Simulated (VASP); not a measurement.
Set up this calculation in VASP 6.6.1, as the native input.

```yaml
Task: relaxation of cell and atoms
Functional: PBE
Dispersion: D4
Potentials_or_basis: VASP PAW PBE potentials, release 64 (Zr_sv)
Cutoff: 650 eV
k_mesh: 13 × 13 × 7
Occupations: fermi-dirac, width 0.02 eV
Spin: no spin polarisation
Tolerance_level: standard
Purpose: cell
Passes: 3
Further_INCAR_settings: ALGO = Normal; EDIFF = 1e-07
```

The system is Zr.

```
Zr
1.0
     3.26400    0.00000    0.00000
    -1.63200    2.82671    0.00000
     0.00000    0.00000    5.19796
Zr
2
Direct
  0.66667 0.33333 0.75000
  0.33333 0.66667 0.25000
```

The input as run:

POSCAR

```
Zr
1.0
    3.2640020812      0.0000000000      0.0000000000
   -1.6320010406      2.8267087203      0.0000000000
    0.0000000000      0.0000000000      5.1979637105
Zr
2
Direct
    0.6666666667      0.3333333333      0.7500000000
    0.3333333333      0.6666666667      0.2500000000
```

INCAR.step1

```
SYSTEM = Zr
  GGA = PE
  IVDW = 13
  ISMEAR = -1
  SIGMA = 0.02
  LWAVE = .False.
  LCHARG = .False.
  NSW = 80
  PREC = Accurate
  LASPH = .True.
  LREAL = .False.
  ALGO = Normal
  EDIFF = 1E-7
  NELM = 120
  GGA_COMPAT = .False.
  IBRION = 2
  ISIF = 3
  EDIFFG = -0.002
  NELMIN = 4
  ENCUT = 650
  POTIM = 0.5
```

INCAR.step4

```
SYSTEM = Zr
  GGA = PE
  IVDW = 13
  ISMEAR = -1
  SIGMA = 0.02
  LWAVE = .False.
  LCHARG = .False.
  PREC = Accurate
  LASPH = .True.
  LREAL = .False.
  ALGO = Normal
  EDIFF = 1E-7
  NELM = 120
  GGA_COMPAT = .False.
  ISIF = 2
  ENCUT = 650
```

KPOINTS

```
Automatic mesh
0
Gamma
  13 13 7
  0 0 0
```

Potentials or basis: VASP PAW PBE potentials, release 64 (Zr_sv).

Run with:

```bash
$ cat potpaw_PBE.64/Zr_sv/POTCAR > POTCAR
$ cp INCAR.step1 INCAR
$ cp POSCAR.step1 POSCAR
$ mpirun -np 1 vasp_std > vasp.out
$ cp CONTCAR POSCAR
$ mpirun -np 1 vasp_std > vasp.out
$ cp CONTCAR POSCAR
$ mpirun -np 1 vasp_std > vasp.out
$ cp CONTCAR POSCAR
$ cp INCAR.step4 INCAR
$ mpirun -np 1 vasp_std > vasp.out
```

Results of the run:

| Quantity | Value |
| --- | --- |
| Relaxed volume | 23.06 Å³/atom |
| Relaxed cell | a = 3.209 Å, b = 3.209 Å, c = 5.170 Å, α = 90.00°, β = 90.00°, γ = 120.00° |
| Space group after relaxing (to 0.1 Å) | P6_3/mmc (No. 194) |
| Energy gained by relaxing | 10.6 meV/atom |
| Ionic steps | 12 |
| Pressure after relaxing | 0.0 GPa |
| Band gap on the k mesh | zero (bands 12 and 13 overlap by 1.11 eV) |
| Dispersion energy per atom | -0.206 eV |

It took 4.4 min on 1 thread of Intel(R) Xeon(R) 6975P-C (Granite Rapids), on a shared host, peak memory 0.25 GiB.
